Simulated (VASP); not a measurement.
# Si (P1) in VASP: single point with LDA

Aim: the single point of Si with LDA.

Program: VASP 6.6.1. These are calculated values, not measurements. Logs are shortened: lines on timing, memory, paths and dates and some standing lists are left out, and cuts for length are marked.

## (1) The cell of the first run

The typed cell holds 4 atoms: a = 4.817 Å, b = 4.920 Å, c = 4.901 Å, α = 98.40°, β = 98.24°, γ = 134.60°.

## (2) Single point, LDA (atoms moved at random and the cell strained at random)

The input, INCAR:

```
SYSTEM = Si
PREC = Accurate ; ENCUT = 520
EDIFF = 1E-6 ; ISMEAR = 0
SIGMA = 0.03 ; LREAL = .False.
LASPH = .True. ; NELM = 80
ALGO = Normal ; ISIF = 2
LWAVE = .False. ; LCHARG = .False.
GGA = CA ; NBANDS = 16
```

The input, KPOINTS:

```
Automatic mesh
0
Gamma
  10 10 10
  0 0 0
```

The input, POSCAR:

```
Si
1.0
   -3.1641260714      3.1477623800      1.8114141835
    3.2154110890     -3.1748549252      1.9469991735
    3.2013491494      3.2120780032     -1.8582814545
Si
4
Direct
    0.1390475378      0.0912735845      0.3377660259
    0.8924033079      0.9451134430      0.6840827464
    0.1749042614      0.8343272057     -0.0152023738
    0.7936448929      0.1292857668     -0.0066463985
```

Potentials or basis: VASP PAW LDA potentials, release 64 (Si).

The run is started by

```console
$ cat potpaw_LDA.64/Si/POTCAR > POTCAR
$ mpirun -np 1 vasp_std > vasp.out
```

OUTCAR:

```text
SYSTEM = Si
   PREC = Accurate
   ENCUT = 520
   EDIFF = 1E-6
   ISMEAR = 0
   LREAL = .False.
   LASPH = .True.
   NELM = 80
   ISIF = 2
   GGA = CA

 ion  position               nearest neighbor table
   1  0.139  0.091  0.338-   3 2.09   2 2.13   4 2.32   2 2.91   2 3.04
   2  0.892  0.945  0.684-   4 1.94   1 2.13   3 2.24   1 2.91   1 3.04
   3  0.175  0.834  0.985-   1 2.09   4 2.21   2 2.24   4 2.55   4 3.04
   4  0.794  0.129  0.993-   2 1.94   3 2.21   1 2.32   3 2.55   3 3.04

  LATTYP: Found a triclinic cell.
 ALAT       =     9.7765599710
 B/A-ratio  =     0.7265245224
 C/A-ratio  =     0.9294933854
 COS(alpha) =     0.0016422191
 COS(beta)  =     0.4677124528
 COS(gamma) =     0.8762574970

  Lattice vectors:

 A1 = (  -0.1397931132,  -6.3056552928,  -7.4699594430)
 A2 = (   3.1128410538,  -3.1206698348,  -5.5698275405)
 A3 = (  -6.4539833164,  -6.3970634612,  -0.0418504480)

Analysis of symmetry for initial positions (statically):
=====================================================================
 Subroutine PRICEL returns:
 Original cell was already a primitive cell.

 Routine SETGRP: Setting up the symmetry group for a
 triclinic supercell.

 Subroutine GETGRP returns: Found  1 space group operations
 (whereof  1 operations were pure point group operations)
 out of a pool of  2 trial point group operations.

The static configuration has the point symmetry C_1 .

Analysis of symmetry for dynamics (positions and initial velocities):
=====================================================================
 Subroutine PRICEL returns:
 Original cell was already a primitive cell.

 Routine SETGRP: Setting up the symmetry group for a
 triclinic supercell.

 Subroutine GETGRP returns: Found  1 space group operations
 (whereof  1 operations were pure point group operations)
 out of a pool of  2 trial point group operations.

The dynamic configuration has the point symmetry C_1 .

 Subroutine INISYM returns: Found  1 space group operations
 (whereof  1 operations are pure point group operations),
 and found     1 'primitive' translations

----------------------------------------------------------------------------------------

                                     Primitive cell

  volume of cell :      76.6684

  direct lattice vectors                    reciprocal lattice vectors
    -3.164126071  3.147762380  1.811414183    -0.004619103  0.159233344  0.267280587
     3.215411089 -3.174854925  1.946999174     0.152185708  0.001054770  0.264000693
     3.201349149  3.212078003 -1.858281454     0.154948723  0.156322485 -0.000987484

  length of vectors
     4.816775181  4.920302638  4.900948014     0.311151902  0.304726054  0.220106340

  position of ions in fractional coordinates (direct lattice)
     0.139047538  0.091273585  0.337766026
     0.892403308  0.945113443  0.684082746
     0.174904261  0.834327206  0.984797626
     0.793644893  0.129285767  0.993353601

  ion indices of the primitive-cell ions
   primitive index   ion index
                 1           1
                 2           2
                 3           3
                 4           4

----------------------------------------------------------------------------------------

 KPOINTS: Automatic mesh

Automatic generation of k-mesh.
 Grid dimensions read from file:
 generate k-points for:   10   10   10

 Generating k-lattice:

  Cartesian coordinates                     Fractional coordinates (reciprocal lattice)
    -0.000461910  0.015923334  0.026728059     0.100000000 -0.000000000  0.000000000
     0.015218571  0.000105477  0.026400069     0.000000000  0.100000000  0.000000000
     0.015494872  0.015632248 -0.000098748     0.000000000 -0.000000000  0.100000000

  Length of vectors
     0.031115190  0.030472605  0.022010634

  Shift w.r.t. Gamma in fractional coordinates (k-lattice)
     0.000000000  0.000000000  0.000000000

 Subroutine IBZKPT returns following result:
 ===========================================

 Found    504 irreducible k-points:

 Following reciprocal coordinates:
            Coordinates               Weight
  0.000000  0.000000  0.000000      1.000000
  0.100000 -0.000000  0.000000      2.000000
  0.200000 -0.000000  0.000000      2.000000
  0.300000 -0.000000  0.000000      2.000000
  0.400000 -0.000000  0.000000      2.000000
  0.500000 -0.000000  0.000000      1.000000
[... 16 lines left out ...]
 -0.400000  0.200000  0.000000      2.000000
 -0.300000  0.200000  0.000000      2.000000
 [... further k-points ...]
   k-points           NKPTS =    504   k-points in BZ     NKDIM =    504   number of bands    NBANDS=     16
   number of dos      NEDOS =    301   number of ions     NIONS =      4
   total plane-waves  NPLWV =  51840
   dimension x,y,z NGX =    36 NGY =   40 NGZ =   36
   dimension x,y,z NGXF=    72 NGYF=   80 NGZF=   72
   ions per type =               4
   NGX,Y,Z   is equivalent  to a cutoff of  12.43, 13.52, 12.21 a.u.
   NGXF,Y,Z  is equivalent  to a cutoff of  24.85, 27.03, 24.42 a.u.
 SYSTEM =  Si
   PREC   = accura    normal or accurate (medium, high low for compatibility)
   ISTART =      0    job   : 0-new  1-cont  2-samecut
   ICHARG =      2    charge: 1-file 2-atom 10-const
   ISPIN  =      1    spin polarized calculation?
   LNONCOLLINEAR =      F non collinear calculations
   LSORBIT =      F    spin-orbit coupling
   LASPH  =      T    aspherical Exc in radial PAW
   ENCUT  =  520.0 eV  38.22 Ry    6.18 a.u.   8.96  9.15  9.11*2*pi/ulx,y,z
   NELM   =     80;   NELMIN=  2; NELMDL= -5     # of ELM steps
   EDIFF  = 0.1E-05   stopping-criterion for ELM
   LREAL  =      F    real-space projection
   EDIFFG = 0.1E-04   stopping-criterion for IOM
   NSW    =      0    number of steps for IOM
   IBRION =     -1    ionic relax: 0-MD 1-quasi-New 2-CG
   NFREE  =      0    steps in history (QN), initial steepest desc. (CG)
   ISIF   =      2    stress and relaxation
   ISYM   =      2    0-nonsym 1-usesym 2-fastsym
   POTIM  = 0.5000    time-step for ionic-motion
   TEBEG  =    0.0;   TEEND  =   0.0 temperature during run
   PSTRESS=    0.0 pullay stress
   NELECT =      16.0000    total number of electrons
   NUPDOWN=      -1.0000    fix difference up-down
   EMIN   =  10.00;   EMAX   =-10.00  energy-range for DOS
   EFERMI =   0.00;   METHOD = LEGACY
   ISMEAR =     0;   SIGMA  =   0.03  broadening in eV -4-tet -1-fermi 0-gaus
   EFERMI_NEDOS =   21; number of points for ismear=-14 and -15
   IALGO  =     38    algorithm
   IMIX   =      4    mixing-type and parameters
     AMIX     =   0.40;   BMIX     =  1.00
     AMIX_MAG =   1.60;   BMIX_MAG =  1.00
  volume/ion in A,a.u.               =      19.17       129.35
  Fermi-wavevector in a.u.,A,eV,Ry     =   0.971053  1.835023 12.829519  0.942943
  Thomas-Fermi vector in A             =   2.101238
   LORBIT       =      0    0 simple, 1 ext, 2 COOP (PROOUT), +10 PAW based schemes
   GGA     = CA    functional components
   LHFCALC =     F    Hartree Fock is set to
   AEXX    =    0.0000 exact exchange contribution
   IVDW    =     0    specifies the selected vdW correction
   LEPSILON=     F    determine dielectric tensor
   LRPA    =     F    only Hartree local field effects (RPA)
 non-spin polarized calculation
 Gauss-broadening in eV      SIGMA  =   0.03
  energy-cutoff  :      520.00
  volume of cell :       76.67
 maximum number of plane-waves:      2087
   NGX = 17   NGY = 19   NGZ = 19

 number of electron      16.0000000 magnetization

 Free energy of the ion-electron system (eV)
  ---------------------------------------------------
  ext. energy  EPLUGINS =         0.00000000
  ---------------------------------------------------
  free energy    TOTEN  =       -20.37208210 eV

  energy without entropy =      -20.37162000  energy(sigma->0) =      -20.37185105

 E-fermi :   6.3712     XC(G=0):  -9.6796

 val. band max:        6.3669379346   @ k =  -0.3000  -0.2000   0.2000
 cond. band min:       6.3808680862   @ k =   0.3000  -0.3000   0.1000
 fundamental gap:      0.0139301516
 Fermi energy:         6.3711768712

 k-point     1 :       0.0000    0.0000    0.0000
  band No.  band energies     occupation
      1      -6.7414      2.00000
      2      -1.1695      2.00000
      3      -0.7471      2.00000
      4       0.9125      2.00000
      5       1.2068      2.00000
      6       4.6243      2.00000
[... 8 lines left out ...]
     15      12.0466      0.00000
     16      12.2915      0.00000

 k-point     2 :       0.1000   -0.0000    0.0000
  band No.  band energies     occupation
      1      -6.6371      2.00000
      2      -1.2776      2.00000
      3      -0.7958      2.00000
      4       0.9699      2.00000
      5       1.4320      2.00000
      6       4.2737      2.00000
[... 8 lines left out ...]
     15      11.6751      0.00000
     16      12.8765      0.00000

 k-point     3 :       0.2000   -0.0000    0.0000
  band No.  band energies     occupation
      1      -6.3345      2.00000
      2      -1.5442      2.00000
      3      -0.8582      2.00000
      4       1.0256      2.00000
      5       1.8580      2.00000
      6       3.3075      2.00000
[... 8 lines left out ...]
     15      12.3649      0.00000
     16      13.8957      0.00000

 k-point     4 :       0.3000   -0.0000    0.0000
  band No.  band energies     occupation
      1      -5.8737      2.00000
      2      -1.9316      2.00000
      3      -0.8058      2.00000
      4       0.8534      2.00000
      5       1.8736      2.00000
      6       2.3254      2.00000
[... 8 lines left out ...]
     15      13.1574      0.00000
     16      13.8058      0.00000

 k-point     5 :       0.4000   -0.0000    0.0000
  band No.  band energies     occupation
      1      -5.3670      2.00000
      2      -2.3990      2.00000
      3      -0.5779      2.00000
      4       0.4090      2.00000
      5       1.5282      2.00000
      6       1.7706      2.00000
[... 8 lines left out ...]
     15      13.2542      0.00000
     16      14.0349      0.00000

 k-point     6 :       0.5000   -0.0000    0.0000
  band No.  band energies     occupation
      1      -5.1065      2.00000
      2      -2.6562      2.00000
      3      -0.2764      2.00000
      4      -0.0038      2.00000
      5       1.3720      2.00000
      6       1.6114      2.00000
[... 8 lines left out ...]
     15      12.7078      0.00000
     16      13.7559      0.00000

 k-point     7 :       0.0000    0.1000    0.0000
  band No.  band energies     occupation
      1      -6.6454      2.00000
      2      -1.3840      2.00000
      3      -0.4450      2.00000
      4       0.6575      2.00000
      5       1.4557      2.00000
      6       4.2799      2.00000
[... 8 lines left out ...]
     15      11.6849      0.00000
     16      12.8428      0.00000

 k-point     8 :       0.1000    0.1000    0.0000
  band No.  band energies     occupation
      1      -6.4093      2.00000
      2      -1.1745      2.00000
      3      -0.6779      2.00000
      4       0.9402      2.00000
      5       1.2329      2.00000
      6       3.5135      2.00000
[... 8 lines left out ...]
     15      11.7486      0.00000
     16      13.8772      0.00000

 k-point     9 :       0.2000    0.1000    0.0000
  band No.  band energies     occupation
      1      -6.0048      2.00000
      2      -1.2098      2.00000
      3      -0.9760      2.00000
      4       0.9315      2.00000
      5       1.1405      2.00000
      6       2.8889      2.00000
[... 8 lines left out ...]
     15      12.9702      0.00000
     16      13.6651      0.00000
[... 172 lines left out ...]
 k-point    19 :       0.2000    0.2000    0.0000
  band No.  band energies     occupation
      1      -5.5998      2.00000
      2      -1.4539      2.00000
      3      -0.7851      2.00000
      4       0.1093      2.00000
      5       0.9169      2.00000
      6       3.1217      2.00000
[... 8 lines left out ...]
     15      13.1608      0.00000
     16      14.1140      0.00000

 k-point    20 :       0.3000    0.2000    0.0000
  band No.  band energies     occupation
      1      -5.2065      2.00000
      2      -2.2996      2.00000
      3      -0.4748      2.00000
      4      -0.1728      2.00000
      5       0.7487      2.00000
      6       3.1087      2.00000
[... 8 lines left out ...]
     15      13.2632      0.00000
     16      14.4005      0.00000

 k-point    21 :       0.4000    0.2000    0.0000
  band No.  band energies     occupation
      1      -5.1001      2.00000
      2      -2.9434      2.00000
      3      -0.4466      2.00000
      4       0.1403      2.00000
      5       0.8635      2.00000
      6       3.0633      2.00000
[... 8 lines left out ...]
     15      13.2434      0.00000
     16      14.6220      0.00000

 k-point    22 :       0.5000    0.2000    0.0000
  band No.  band energies     occupation
      1      -5.4076      2.00000
      2      -3.1850      2.00000
      3      -0.4537      2.00000
      4       0.5996      2.00000
      5       1.4937      2.00000
      6       3.0742      2.00000
[... 8 lines left out ...]
     15      12.7432      0.00000
     16      13.4552      0.00000

 k-point    23 :      -0.4000    0.2000    0.0000
  band No.  band energies     occupation
      1      -5.8802      2.00000
      2      -3.1383      2.00000
      3      -0.4290      2.00000
      4       0.8895      2.00000
      5       2.5685      2.00000
      6       3.2724      2.00000
[... 8 lines left out ...]
     15      11.9606      0.00000
     16      13.3783      0.00000

 k-point    24 :      -0.3000    0.2000    0.0000
  band No.  band energies     occupation
      1      -6.2773      2.00000
      2      -2.9091      2.00000
      3      -0.3380      2.00000
      4       0.8213      2.00000
      5       3.3498      2.00000
      6       3.6503      2.00000
[... 8 lines left out ...]
     15      12.6215      0.00000
     16      13.5812      0.00000

 [... further k-points ...]
[... 5 lines left out ...]
  --------------------------------------------------------------------------------------
  -------------------------------------------------------------------------------------
  Total       22.4013608      4.0926251      1.4140598      1.2736435     -0.1750727     -7.6709862
  in kB      468.1323799     85.5256233     29.5503110     26.6159627     -3.6585813   -160.3044138
  external PRESSURE =     194.4027714 kB  Pullay stress =       0.0000000 kB

 VOLUME and BASIS-vectors are now :
 -----------------------------------------------------------------------------
  energy-cutoff  :      520.00
  volume of cell :       76.67
      direct lattice vectors                 reciprocal lattice vectors
    -3.164126071  3.147762380  1.811414183    -0.004619103  0.159233344  0.267280587
     3.215411089 -3.174854925  1.946999174     0.152185708  0.001054770  0.264000693
     3.201349149  3.212078003 -1.858281454     0.154948723  0.156322485 -0.000987484

 POSITION                                       TOTAL-FORCE (eV/Angst)
 -----------------------------------------------------------------------------------
      0.93483      1.23284     -0.19808         2.821342     -0.605758      2.089437
      2.40524      2.00580      2.18543        -6.912396     -0.256125     -0.961698
      5.28197      1.06494      0.11123        -2.913616      0.504232     -1.576293
      1.08459      5.27847     -0.15659         7.004670      0.357652      0.448555
 -----------------------------------------------------------------------------------
    total drift:                               -0.000073      0.000013     -0.000019

  FREE ENERGIE OF THE ION-ELECTRON SYSTEM (eV)
  ---------------------------------------------------
  free  energy   TOTEN  =       -20.3720821032 eV

  energy  without entropy=      -20.3716199990  energy(sigma->0) =      -20.37185105
```

Run time: 8.2 min. Hardware: 1 thread of Intel Xeon Platinum 8488C (Sapphire Rapids), shared host; peak memory 0.5 GiB.

Results:

```yaml
Free_energy: -20.3721 eV
Pressure: 19.4 GPa
Largest_force: 7.028 eV/Å
Band_gap_on_the_k_mesh: zero (bands 8 and 9 overlap by 1.88 eV)
```

Forces in eV/Å, atoms in the order of the input:
```
Si   2.821 -0.606  2.089
Si  -6.912 -0.256 -0.962
Si  -2.914  0.504 -1.576
Si   7.005  0.358  0.449
```

Caveat: the cell differs from its parent crystal (atoms moved at random and the cell strained at random); the cell stands under pressure; forces of over 1 eV/Å act on the atoms, so gaps and moduli don't describe the material at rest.
